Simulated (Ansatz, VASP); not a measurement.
**Two plane-wave programs on PbS**

INCAR

```
ALGO = Normal
EDIFF = 1E-6
ENCUT = 520
ISIF = 2
ISMEAR = 0
LASPH = T
LCHARG = F
LREAL = F
LWAVE = F
NBANDS = 17
NELM = 100
PREC = Accurate
SIGMA = 0.03
```

File KPOINTS:

```
k-points
0
Gamma
  10 10 10
```

The input POSCAR:

```
PbS
1.0
    0.0000000000      2.8538125000      2.8538125000
    2.9650000000     -0.1111875000      2.9650000000
    2.9650000000      2.9650000000     -0.1111875000
Pb S
1 1
Direct
    0.0000000000      0.0000000000      0.0000000000
    0.5000000000      0.5000000000      0.5000000000
```

Input for Ansatz:

```yaml
crystal:
  lattice:
    - [0.0, 2.8538125, 2.8538125]
    - [2.965, -0.1111875, 2.965]
    - [2.965, 2.965, -0.1111875]
  atoms:
    - { symbol: Pb, position: [0.0, 0.0, 0.0] }
    - { symbol: S, position: [0.5, 0.5, 0.5] }
basis:
  ecutwfc: 420
kpoints:
  mp_grid: { grid: [10, 10, 10] }
hamiltonian:
  xc: lda
scf:
  occupations: { method: gaussian, width: 0.03 }
output:
  forces: true
  stress: true
  eigenvalues: true
```

Change from the starting cell: strain -0.0750 x Voigt [0, 0, 0, 1, 0, 0], atoms carried along.

Alike in both runs: task single point; functional LDA; k mesh 10 × 10 × 10; occupations gaussian, width 0.03 eV; no spin polarisation.

|  | VASP | Ansatz |
| --- | --- | --- |
| version | VASP 6.6.1 | Ansatz 0.2.0 |
| potentials or method | VASP PAW LDA potentials, release 64 (Pb_d, S), cutoff 520 eV | scalar-relativistic, plane waves, PAW |
| valence electrons in the cell | 20 | 20 |

```tsv
	VASP	Ansatz	Ansatz less VASP
gap on the k mesh at the Fermi level (eV)	none	none	-
pressure (GPa)	-2.6	-2.6	-0.04
traceless stress, the component that is largest in VASP (GPa)	1.53	1.54	+0.009
```

LDA's correlation is that of Perdew and Zunger in VASP and of Perdew and Wang (1992) in Ansatz. A gap of «none» marks a metal or a gap that the smearing closes.

Spin-orbit coupling is off throughout.
